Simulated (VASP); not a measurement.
Write the native input for VASP 6.6.1 that does the following.

| Quantity | Value |
| --- | --- |
| Task | single point |
| Functional | LDA |
| Potentials or basis | VASP PAW LDA potentials, release 64 (Li_sv) |
| Cutoff | 520 eV |
| k mesh | 16 × 16 × 16 |
| Occupations | gaussian, width 0.05 eV |
| Spin | no spin polarisation |
| Dipole correction | no |
| Further INCAR settings | ALGO = Normal; EDIFF = 1e-06; NBANDS = 8 |

The structure of Li lies in POSCAR:

```
Li
1.0
   -1.7450000000      1.7450000000      1.7450000000
    1.7450000000     -1.7450000000      1.7450000000
    1.7450000000      1.7450000000     -1.7450000000
Li
1
Direct
    0.0000000000      0.0000000000      0.0000000000
```

These files were run (other wordings do the same):

INCAR

```
SYSTEM = Li
PREC = Accurate
ENCUT = 520
EDIFF = 1E-6
ISMEAR = 0
SIGMA = 0.05
LREAL = .FALSE.
LASPH = .TRUE.
NELM = 80
ALGO = Normal
ISIF = 2
LWAVE = .FALSE.
LCHARG = .FALSE.
GGA = CA
NBANDS = 8
```

KPOINTS

```
regular mesh
0
G
  16 16 16
  0 0 0
```

Potentials or basis: VASP PAW LDA potentials, release 64 (Li_sv).

The run is started by

```sh
$ cat potpaw_LDA.64/Li_sv/POTCAR > POTCAR
$ mpirun -np 1 vasp_std > vasp.out
```

Wall time 7.9 s on 1 thread of Intel Xeon 6975P-C, on a shared host, peak memory 0.13 GiB.
